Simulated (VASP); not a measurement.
Runs of VASP 6.6.1 on SiNi (rocksalt type). The structure is that of space group Fm-3m (No. 225), or close to it. The cells are those of the table. 

| task | cell | cutoff (eV) | gap on the mesh (eV) | pressure (GPa) |
| --- | --- | --- | --- | --- |
| single point | a = 3.188 Å, angles 60.0°, 2 atoms | 520 | none | (a) |
| single point | a = 3.187 Å, angles 60.0°, 2 atoms | 520 | none | 29.9 |
| single point | a = 3.352 Å, angles 60.0°, 2 atoms | 520 | none | 0.0 |
| relaxation of cell and atoms | relaxed from a = 3.256 Å, angles 60.0°, 2 atoms | 600 | none | 0.0 |
| relaxation of cell and atoms | relaxed to 30 GPa from a = 3.187 Å, angles 60.0°, 2 atoms | 600 | none | 30.0 |
| relaxation of cell and atoms | relaxed to 30 GPa from a = 3.188 Å, angles 60.0°, 2 atoms | 600 | none | 30.1 |

Alike in all rows: level PBE; potentials or basis VASP PAW PBE potentials, release 64 (Ni, Si); no spin polarisation; k mesh 15 × 15 × 15; smearing fermi-dirac 0.1 eV.

Problem. Fill in the values left out.

Solution. (a) 29.7.

Caveats: the cell stands under pressure (at least some runs); the cell is relaxed towards a set pressure, so the run minimises the enthalpy, not the energy (at least some runs).

A gap of «none» marks levels without a gap at the run's occupations.
